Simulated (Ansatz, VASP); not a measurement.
## One calculation of Nb3Tl, two programs

```
Nb Tl
1.0
     5.27799    0.00000    0.00000
     0.00000    5.27799    0.00000
     0.00000    0.00000    5.27799
Nb Tl
6 2
Direct
  0.25000 0.00000 0.50000
  0.50000 0.75000 0.00000
  0.75000 0.00000 0.50000
  0.50000 0.25000 0.00000
  0.00000 0.50000 0.75000
  0.00000 0.50000 0.25000
  0.00000 0.00000 0.00000
  0.50000 0.50000 0.50000
```

Alike in both runs: task single point; functional PBE; k mesh 4 × 4 × 4; no spin polarisation.

|  | VASP | Ansatz |
| --- | --- | --- |
| version | VASP 6.6.1 | Ansatz 0.2.0 |
| potentials or method | VASP PAW PBE potentials, release 64 (Nb_sv, Tl_d), cutoff 520 eV | PAW plane waves |
| occupations | fermi-dirac, width 0.1 eV | fermi-dirac |
| valence electrons in the cell | 104 | 104 |

|  | VASP | Ansatz | Ansatz less VASP |
| --- | --- | --- | --- |
| gap on the k mesh at the Fermi level (eV) | none | none | - |
| pressure (GPa) | 6.1 | 6.4 | +0.25 |

A gap of «none» marks a metal or a gap that the smearing closes.

Neither program's run includes spin-orbit coupling.
